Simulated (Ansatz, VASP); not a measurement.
## Two plane-wave programs on ScAl7N8

Contents of INCAR:

```
SYSTEM = ScAl7N8
PREC     = Accurate       ! precision mode
ENCUT    = 520            ! plane-wave cutoff, eV
EDIFF    = 1E-6           ! SCF threshold, eV
ISMEAR   = 0              ! smearing method
SIGMA    = 0.01           ! smearing width, eV
LREAL    = Auto         
LASPH    = .TRUE.         ! aspherical terms in the spheres
NELM     = 100            ! most SCF steps
ALGO     = Normal         ! electronic algorithm
ISIF     = 2              ! what is computed and relaxed
LWAVE    = .FALSE.        ! write WAVECAR
LCHARG   = .TRUE.         ! write CHGCAR
GGA      = PS             ! functional
LELF     = .TRUE.         ! ELF
LVHAR    = .TRUE.       
NBANDS   = 50             ! bands
```

The input KPOINTS:

```
Automatic mesh
0
G
  6 6 6
  0 0 0
```

The input POSCAR:

```
ScAl7N8
1.0
    3.1653429529     -0.0036621200      5.0137535171
    3.1653429529      0.0036621200     -5.0137535171
   -3.1653429529      5.4897408600     -0.0040008947
Sc Al N
1 7 8
Direct
    0.1437728544      0.1901607438      0.3339335906
    0.1451830577      0.1897183619      0.8334996252
    0.6441744894      0.6885011159      0.3326755977
    0.6437812708      0.6883165749      0.8334996252
    0.0614265654      0.6054699379      0.1658053704
    0.5603354249      0.1043787974      0.1658053704
    0.0608103507      0.6069752171      0.6677855753
    0.5622010627      0.1048492057      0.6670502759
    0.3826586924      0.9512212237      0.3338799086
    0.8805988251      0.4525302008      0.3331290184
    0.3800286127      0.9542437293      0.8331261526
    0.8788824308      0.4530975474      0.8331261526
    0.2980309601      0.3728043083      0.1640108628
    0.2974130783      0.3743789512      0.6717920369
    0.7912065470      0.8659798952      0.1640108628
    0.7974957775      0.8693741895      0.6668699745
```

Input for Ansatz:

```yaml
crystal:
  lattice:
    - [3.1653429529, -0.00366212, 5.0137535171]
    - [3.1653429529, 0.00366212, -5.0137535171]
    - [-3.1653429529, 5.48974086, -0.0040008947]
  atoms:
    - { symbol: Sc, position: [0.1437728544, 0.1901607438, 0.3339335906] }
    - { symbol: Al, position: [0.1451830577, 0.1897183619, 0.8334996252] }
    - { symbol: Al, position: [0.6441744894, 0.6885011159, 0.3326755977] }
    - { symbol: Al, position: [0.6437812708, 0.6883165749, 0.8334996252] }
    - { symbol: Al, position: [0.0614265654, 0.6054699379, 0.1658053704] }
    - { symbol: Al, position: [0.5603354249, 0.1043787974, 0.1658053704] }
    - { symbol: Al, position: [0.0608103507, 0.6069752171, 0.6677855753] }
    - { symbol: Al, position: [0.5622010627, 0.1048492057, 0.6670502759] }
    - { symbol: "N", position: [0.3826586924, 0.9512212237, 0.3338799086] }
    - { symbol: "N", position: [0.8805988251, 0.4525302008, 0.3331290184] }
    - { symbol: "N", position: [0.3800286127, 0.9542437293, 0.8331261526] }
    - { symbol: "N", position: [0.8788824308, 0.4530975474, 0.8331261526] }
    - { symbol: "N", position: [0.2980309601, 0.3728043083, 0.1640108628] }
    - { symbol: "N", position: [0.2974130783, 0.3743789512, 0.6717920369] }
    - { symbol: "N", position: [0.791206547, 0.8659798952, 0.1640108628] }
    - { symbol: "N", position: [0.7974957775, 0.8693741895, 0.6668699745] }
basis:
  ecutwfc: 420
  xc_grid: 2
kpoints:
  mp_grid: { grid: [6, 6, 6] }
hamiltonian:
  xc: pbesol
  pseudopotentials: { kind: paw, azcp: { folder: soft_1 } }
scf:
  occupations: { method: fixed }
output:
  forces: true
  stress: true
  eigenvalues: true
  polarization: {}
```

Change from the starting cell: polar distortion scaled by 0.25.

Alike in both runs: task single point; functional PBEsol; k mesh 6 × 6 × 6; no spin polarisation.

|  | VASP | Ansatz |
| --- | --- | --- |
| version | VASP 6.6.1 | Ansatz 0.2.0 |
| potentials or method | VASP PAW PBE potentials, release 64 (Sc_sv, Al, N), cutoff 520 eV | scalar-relativistic, plane waves, PAW |
| occupations | gaussian, width 0.01 eV | fixed |
| valence electrons in the cell | 72 | 72 |

|  | VASP | Ansatz | Ansatz less VASP |
| --- | --- | --- | --- |
| gap on the k mesh at the Fermi level (eV) | 2.49 | 2.48 | -0.012 |
| least direct gap on the mesh (eV) | 2.49 | 2.48 | -0.012 |
| pressure (GPa) | 7.1 | 6.9 | -0.28 |
| traceless stress, the component that is largest in VASP (GPa) | -20.65 | -20.31 | +0.336 |
| rms of the force components (eV/Å) | 0.950 | 0.922 | -0.0272 |

VASP's potentials were made for PBE, not for PBEsol, and Ansatz warns of the same on its side. Atom by atom the forces differ by 0.029 eV/Å (rms over components).
